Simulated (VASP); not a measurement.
AlOs, 2 atoms in the cell. Symmetry: Pm-3m, No. 221, cubic system. The conventional cell has a = 2.993 Å, b = 2.993 Å, c = 2.993 Å, α = 90.00°, β = 90.00°, γ = 90.00°. Al (site symmetry m-3m) has 8 Os at 2.59 Å and 6 Al at 2.99 Å within 3.4 Å. Within 3.4 Å of Os (site symmetry m-3m) lie 8 Al at 2.59 Å and 6 Os at 2.99 Å. 

- Program: VASP 6.6.1
- Task: single point
- Functional: PBEsol
- Potentials or basis: VASP PAW PBE potentials, release 64 (Al, Os)
- Cutoff: 520 eV
- k mesh: 14 × 14 × 14
- Occupations: fermi-dirac, width 0.05 eV
- Spin: no spin polarisation
- Dipole correction: no
- Further INCAR settings: ALGO = Normal; EDIFF = 1e-06; NBANDS = 12

Potentials or basis: VASP PAW PBE potentials, release 64 (Al, Os).

Run with:

```console
$ cat potpaw_PBE.64/Al/POTCAR potpaw_PBE.64/Os/POTCAR > POTCAR
$ mpirun -np 1 vasp_std > vasp.out
```

Hardware: 1 thread of Intel(R) Xeon(R) Platinum 8559C (Emerald Rapids), on a shared host.

Question: How long does it take, and how much memory?

Answer: It took 15 s on 1 thread of Intel(R) Xeon(R) Platinum 8559C (Emerald Rapids) (shared host), peak memory 0.17 GiB. Counts: scf iterations 11, k points 120.
